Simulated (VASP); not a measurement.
Input of a VASP 6.6.1 run:

Contents of INCAR:

```
  ALGO = Normal
  EDIFF = 1E-6
  ENCUT = 520
  GGA = PS
  ISIF = 2
  ISMEAR = -1
  LASPH = T
  LCHARG = F
  LREAL = F
  LWAVE = F
  NBANDS = 27
  NELM = 80
  PREC = Accurate
  SIGMA = 0.05
```

KPOINTS

```
k-points
0
Gamma
  7 7 7
```

POSCAR

```
KTaO3
1.0
    3.9883000000      0.0000000000      0.0000000000
    0.0000000000      3.9883000000      0.0000000000
    0.0000000000      0.0000000000      3.9883000000
Ta K O
1 1 3
Direct
    0.0000000000      0.0000000000      0.0000000000
    0.5000000000      0.5000000000      0.5000000000
    0.0000000000      0.0000000000      0.5000000000
    0.0000000000      0.5000000000      0.0000000000
    0.5000000000      0.0000000000      0.0000000000
```

Potentials or basis: VASP PAW PBE potentials, release 64 (Ta_pv, K_sv, O).

Run with:

```bash
$ cat potpaw_PBE.64/Ta_pv/POTCAR potpaw_PBE.64/K_sv/POTCAR potpaw_PBE.64/O/POTCAR > POTCAR
$ mpirun -np 1 vasp_std > vasp.out
```

Task: Predict the band gap on the k mesh.

Result: 2.14 eV, indirect (least direct gap 2.71 eV).

Task: Estimate the pressure.

Result: 0.3 GPa.

Caveat: the PAW data sets were made with another functional, which shifts forces and pressure a little; spin-orbit coupling is left out, which moves the levels of the heavy elements. As with any semilocal functional, this PBEsol gap is likely too small.
